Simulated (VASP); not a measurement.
# CdS (Fm-3m) in VASP: further runs, part 2 of 3

VASP 6.6.1. The steps go on from the part before.

### 3 Single point, PBE0

This run uses another cell than the first one, of 20.87 Å³/atom, 0.943 times its volume.

POSCAR reads:

```
CdS
1.0
    0.0000000000      2.7532440000      2.7532440000
    2.7532440000      0.0000000000      2.7532440000
    2.7532440000      2.7532440000      0.0000000000
Cd S
1 1
Direct
    0.0000000000      0.0000000000      0.0000000000
    0.5000000000      0.5000000000      0.5000000000
```

INCAR.step1 reads:

```
SYSTEM = CdS
PREC = Accurate
ENCUT = 520
EDIFF = 1E-5
ISMEAR = -1
SIGMA = 0.05
LREAL = .False.
LASPH = .True.
NELM = 100
ALGO = Normal
ISIF = 2
LWAVE = .True.
LCHARG = .False.
GGA = PE
NBANDS = 16
```

INCAR.step2 reads:

```
SYSTEM = CdS
PREC = Accurate
ENCUT = 520
EDIFF = 1E-7
ISMEAR = -1
SIGMA = 0.05
LREAL = .False.
LASPH = .True.
NELM = 100
ALGO = Normal
ISIF = 2
LWAVE = .False.
LCHARG = .False.
GGA = PE
LHFCALC = .True.
AEXX = 0.25
PRECFOCK = Normal
ISTART = 1
NBANDS = 16
```

KPOINTS reads:

```
Automatic mesh
0
Gamma
  4 4 4
  0 0 0
```

Potentials or basis: VASP PAW PBE potentials, release 64 (Cd, S).

Started as:

```sh
> cat potpaw_PBE.64/Cd/POTCAR potpaw_PBE.64/S/POTCAR > POTCAR
> cp INCAR.step1 INCAR
> mpirun -np 1 vasp_std > vasp.out
> cp INCAR.step2 INCAR
> mpirun -np 1 vasp_std > vasp.out
```

OUTCAR:

```text
SYSTEM = CdS
   PREC = Accurate
   ENCUT = 520
   EDIFF = 1E-7
   ISMEAR = -1
   LREAL = .False.
   LASPH = .True.
   NELM = 100
   ISIF = 2
   GGA = PE
   LHFCALC = .True.
   AEXX = 0.25
   PRECFOCK = Normal
   ISTART = 1

 ion  position               nearest neighbor table
   1  0.000  0.000  0.000-   2 2.75   2 2.75   2 2.75   2 2.75   2 2.75   2 2.75
   2  0.500  0.500  0.500-   1 2.75   1 2.75   1 2.75   1 2.75   1 2.75   1 2.75

  LATTYP: Found a face centered cubic cell.
 ALAT       =     5.5064880000

  Lattice vectors:

 A1 = (   0.0000000000,   2.7532440000,   2.7532440000)
 A2 = (   2.7532440000,   0.0000000000,   2.7532440000)
 A3 = (   2.7532440000,   2.7532440000,   0.0000000000)

Analysis of symmetry for initial positions (statically):
=====================================================================
 Subroutine PRICEL returns:
 Original cell was already a primitive cell.

 Routine SETGRP: Setting up the symmetry group for a
 face centered cubic supercell.

 Subroutine GETGRP returns: Found 48 space group operations
[... 9 lines left out ...]

 Routine SETGRP: Setting up the symmetry group for a
 face centered cubic supercell.

 Subroutine GETGRP returns: Found 48 space group operations
[... 11 lines left out ...]
                                     Primitive cell

  volume of cell :      41.7411

  direct lattice vectors                    reciprocal lattice vectors
     0.000000000  2.753244000  2.753244000    -0.181603955  0.181603955  0.181603955
     2.753244000  0.000000000  2.753244000     0.181603955 -0.181603955  0.181603955
     2.753244000  2.753244000  0.000000000     0.181603955  0.181603955 -0.181603955

  length of vectors
     3.893675005  3.893675005  3.893675005     0.314547277  0.314547277  0.314547277

  position of ions in fractional coordinates (direct lattice)
     0.000000000  0.000000000  0.000000000
     0.500000000  0.500000000  0.500000000

  ion indices of the primitive-cell ions
   primitive index   ion index
                 1           1
                 2           2

----------------------------------------------------------------------------------------

 KPOINTS: Automatic mesh

Automatic generation of k-mesh.
 Grid dimensions read from file:
 generate k-points for:    4    4    4

 Generating k-lattice:

  Cartesian coordinates                     Fractional coordinates (reciprocal lattice)
    -0.045400989  0.045400989  0.045400989     0.250000000  0.000000000  0.000000000
     0.045400989 -0.045400989  0.045400989     0.000000000  0.250000000  0.000000000
     0.045400989  0.045400989 -0.045400989     0.000000000  0.000000000  0.250000000

  Length of vectors
     0.078636819  0.078636819  0.078636819

  Shift w.r.t. Gamma in fractional coordinates (k-lattice)
     0.000000000  0.000000000  0.000000000

 Subroutine IBZKPT returns following result:
 ===========================================

 Found      8 irreducible k-points:

 Following reciprocal coordinates:
            Coordinates               Weight
  0.000000  0.000000  0.000000      1.000000
  0.250000  0.000000  0.000000      8.000000
  0.500000  0.000000  0.000000      4.000000
  0.250000  0.250000  0.000000      6.000000
  0.500000  0.250000  0.000000     24.000000
 -0.250000  0.250000  0.000000     12.000000
  0.500000  0.500000  0.000000      3.000000
 -0.250000  0.500000  0.250000      6.000000
   k-points           NKPTS =      8   k-points in BZ     NKDIM =     64   number of bands    NBANDS=     16
   number of dos      NEDOS =    301   number of ions     NIONS =      2
   total plane-waves  NPLWV =  27000
   dimension x,y,z NGX =    30 NGY =   30 NGZ =   30
   dimension x,y,z NGXF=    60 NGYF=   60 NGZF=   60
   ions per type =               1   1
   NGX,Y,Z   is equivalent  to a cutoff of  12.81, 12.81, 12.81 a.u.
   NGXF,Y,Z  is equivalent  to a cutoff of  25.62, 25.62, 25.62 a.u.
 SYSTEM =  CdS
   PREC   = accura    normal or accurate (medium, high low for compatibility)
   ISTART =      1    job   : 0-new  1-cont  2-samecut
   ICHARG =      0    charge: 1-file 2-atom 10-const
   ISPIN  =      1    spin polarized calculation?
   LNONCOLLINEAR =      F non collinear calculations
   LSORBIT =      F    spin-orbit coupling
   LASPH  =      T    aspherical Exc in radial PAW
   ENCUT  =  520.0 eV  38.22 Ry    6.18 a.u.   7.24  7.24  7.24*2*pi/ulx,y,z
   NELM   =    100;   NELMIN=  2; NELMDL=  0     # of ELM steps
   EDIFF  = 0.1E-06   stopping-criterion for ELM
   LREAL  =      F    real-space projection
   EDIFFG = 0.1E-05   stopping-criterion for IOM
   NSW    =      0    number of steps for IOM
   IBRION =     -1    ionic relax: 0-MD 1-quasi-New 2-CG
   NFREE  =      0    steps in history (QN), initial steepest desc. (CG)
   ISIF   =      2    stress and relaxation
   ISYM   =      3    0-nonsym 1-usesym 2-fastsym
   POTIM  = 0.5000    time-step for ionic-motion
   TEBEG  =    0.0;   TEEND  =   0.0 temperature during run
   PSTRESS=    0.0 pullay stress
   NELECT =      18.0000    total number of electrons
   NUPDOWN=      -1.0000    fix difference up-down
   EMIN   =  10.00;   EMAX   =-10.00  energy-range for DOS
   EFERMI =   0.00;   METHOD = LEGACY
   ISMEAR =    -1;   SIGMA  =   0.05  broadening in eV -4-tet -1-fermi 0-gaus
   EFERMI_NEDOS =   21; number of points for ismear=-14 and -15
   IALGO  =     38    algorithm
   IMIX   =      1    mixing-type and parameters
     AMIX     =   0.40;   BMIX     =  1.00
     AMIX_MAG =   1.60;   BMIX_MAG =  1.00
  volume/ion in A,a.u.               =      20.87       140.84
  Fermi-wavevector in a.u.,A,eV,Ry     =   1.236833  2.337275 20.813583  1.529755
  Thomas-Fermi vector in A             =   2.371425
   LORBIT       =      0    0 simple, 1 ext, 2 COOP (PROOUT), +10 PAW based schemes
   GGA     = PE    functional components
   LHFCALC =     T    Hartree Fock is set to
   PRECFOCK=normal    Normal, Fast or Accurate (Low or Medium for compatibility)
   ENCUT4O =  -1.0   cutoff for four orbital integrals eV
   NKREDX  =     1    reduce k-point grid by
   NKREDY  =     1    reduce k-point grid by
   NKREDZ  =     1    reduce k-point grid by
   AEXX    =    0.2500 exact exchange contribution
   HFSCREEN=    0.0000 screening length (either q_TF or 0.3 A-1)
   HFSCREENC=   0.0000 screening length for correlation (either q_TF or 0.3 A-1)
   ENCUTFOCK=  -1.0 apply spherical cutoff to Coloumb kernel
   IVDW    =     0    specifies the selected vdW correction
   LEPSILON=     F    determine dielectric tensor
   LRPA    =     F    only Hartree local field effects (RPA)
 non-spin polarized calculation
  energy-cutoff  :      520.00
  volume of cell :       41.74
 maximum number of plane-waves:      1158
 NGX is ok and might be reduce to    30
  NGX = 24; NGY = 24; NGZ = 24

 number of electron      18.0000005 magnetization

 Free energy of the ion-electron system (eV)
  ---------------------------------------------------
  ext. energy  EPLUGINS =         0.00000000
  ---------------------------------------------------
  free energy    TOTEN  =        -7.89231299 eV

  energy without entropy =       -7.89231299  energy(sigma->0) =       -7.89231299

 E-fermi :   2.7165     XC(G=0):  -8.1195

 val. band max:        1.7190173047   @ k =   0.5000   0.0000   0.0000
 cond. band min:       3.6648846629   @ k =   0.5000   0.5000   0.0000
 fundamental gap:      1.9458673581
 Fermi energy:         2.7165037171

 k-point     1 :       0.0000    0.0000    0.0000
  band No.  band energies     occupation
      1     -12.2122      2.00000
      2      -7.1508      2.00000
      3      -7.1508      2.00000
      4      -7.1261      2.00000
      5      -7.1261      2.00000
      6      -7.1261      2.00000
[... 8 lines left out ...]
     15      15.3118      0.00000
     16      15.3118      0.00000

 k-point     2 :       0.2500    0.0000    0.0000
  band No.  band energies     occupation
      1     -11.6895      2.00000
      2      -7.2921      2.00000
      3      -7.2921      2.00000
      4      -7.1816      2.00000
      5      -7.0351      2.00000
      6      -7.0351      2.00000
[... 8 lines left out ...]
     15      14.5792      0.00000
     16      14.5792      0.00000
[... 83 lines left out ...]
      5      -6.8756      2.00000
      6      -6.1337      2.00000
[... 8 lines left out ...]
     15      18.4118      0.00000
     16      18.6860      0.00000

 k-point     8 :      -0.2500    0.5000    0.2500
  band No.  band energies     occupation
      1     -11.1371      2.00000
      2      -7.2738      2.00000
      3      -7.1148      2.00000
      4      -7.1148      2.00000
      5      -6.8755      2.00000
      6      -6.3346      2.00000
[... 8 lines left out ...]
     15      16.8642      0.00000
     16      18.6737      0.00000

------------------------ aborting loop because EDIFF is reached ----------------------------------------

  FORCE on cell =-STRESS in cart. coord.  units (eV):
  Direction    XX          YY          ZZ          XY          YZ          ZX
  --------------------------------------------------------------------------------------
  -------------------------------------------------------------------------------------
  Total       -0.4669348     -0.4669348     -0.4669348     -0.0000000     -0.0000000     -0.0000000
  in kB      -17.9226698    -17.9226698    -17.9226698     -0.0000000     -0.0000000     -0.0000000
  external PRESSURE =     -17.9226698 kB  Pullay stress =       0.0000000 kB

 VOLUME and BASIS-vectors are now :
 -----------------------------------------------------------------------------
  energy-cutoff  :      520.00
  volume of cell :       41.74
      direct lattice vectors                 reciprocal lattice vectors
     0.000000000  2.753244000  2.753244000    -0.181603955  0.181603955  0.181603955
     2.753244000  0.000000000  2.753244000     0.181603955 -0.181603955  0.181603955
     2.753244000  2.753244000  0.000000000     0.181603955  0.181603955 -0.181603955

 POSITION                                       TOTAL-FORCE (eV/Angst)
 -----------------------------------------------------------------------------------
      0.00000      0.00000      0.00000         0.000000      0.000000      0.000000
      2.75324      2.75324      2.75324        -0.000000     -0.000000      0.000000
 -----------------------------------------------------------------------------------
    total drift:                                0.000000     -0.000000      0.000000

  FREE ENERGIE OF THE ION-ELECTRON SYSTEM (eV)
  ---------------------------------------------------
  free  energy   TOTEN  =        -7.8923129907 eV

  energy  without entropy=       -7.8923129895  energy(sigma->0) =       -7.89231299
```

Wall time 9.7 min (1 thread of Intel Xeon 6975P-C, shared host); peak memory 0.18 GiB.

Results:

```yaml
Free_energy: -7.8923 eV
Pressure: -1.8 GPa
Band_gap_on_the_k_mesh: 1.95 eV, indirect (least direct gap 3.28 eV)
```

Caveat: the k points lie up to 0.49 Å⁻¹ apart; the PAW data sets were made with another functional, which shifts forces and pressure a little.

### 4 Relaxation of cell and atoms, LDA

This run uses another cell than the first one, of 20.87 Å³/atom, 0.943 times its volume.

INCAR reads:

```
PREC = Accurate ; ENCUT = 540
EDIFF = 1E-7 ; ISMEAR = -1
SIGMA = 0.05 ; LREAL = False
LASPH = True ; NELM = 120
ALGO = Normal ; ISIF = 3
LWAVE = False ; LCHARG = False
IBRION = 2 ; NSW = 60
EDIFFG = -0.01 ; GGA_COMPAT = False
NELMIN = 4
```

KPOINTS reads:

```
Automatic mesh
0
Gamma
  8 8 8
```

POSCAR is that of step 3.

Potentials or basis: VASP PAW LDA potentials, release 64 (Cd_sv_GW, S).

Started as:

```sh
> cat potpaw_LDA.64/Cd_sv_GW/POTCAR potpaw_LDA.64/S/POTCAR > POTCAR
> mpirun -np 1 vasp_std > vasp.out
```

Run time: 40 s. Hardware: 1 thread of AMD EPYC 9R45 (Zen 5), shared host; peak memory 0.15 GiB.

It converged, with:

```
Free energy                            : -7.3293 eV
Relaxed volume                         : 18.91 Å³/atom
Relaxed cell                           : a = 3.768 Å, b = 3.768 Å, c = 3.768 Å, α = 60.00°, β = 60.00°, γ = 60.00°
Space group after relaxing (to 0.05 Å) : Fm-3m (No. 225)
Energy gained by relaxing              : 53.6 meV/atom
Ionic steps                            : 3
Pressure after relaxing                : 0.0 GPa
Band gap on the k mesh                 : zero (band 13 reaches 5.56 eV, above the bottom of band 14 at 5.55 eV)
```

Step by step:
```
step  energy change (eV)  largest force (eV/Å)  pressure (GPa)  volume (Å³)
   1              0.0000                0.0000           -7.96        41.74
   2             -0.0691                0.0000            6.29        35.78
   3             -0.1071                0.0000           -0.03        37.82
```

Final structure:
```
CELL_PARAMETERS angstrom
0.00000 2.66427 2.66427
2.66427 0.00000 2.66427
2.66427 2.66427 0.00000
ATOMIC_POSITIONS crystal
Cd 0.00000 0.00000 0.00000
S 0.50000 0.50000 0.50000
```

Levels at points of the mesh, in eV from the Fermi level:
| k point | band 11 | band 12 | band 13 | band 14 | band 15 | band 16 |
| --- | --- | --- | --- | --- | --- | --- |
| (0.00, 0.00, 0.00) | -1.08 | -1.08 | -1.08 | 0.96 | 9.07 | 9.07 |
| (0.50, 0.00, 0.00) | -5.43 | -0.10 | -0.10 | 3.11 | 5.53 | 5.53 |
| (0.50, 0.50, 0.00) | -4.99 | -2.64 | -2.64 | -0.11 | 5.71 | 10.02 |

[end of part 2 of 3]
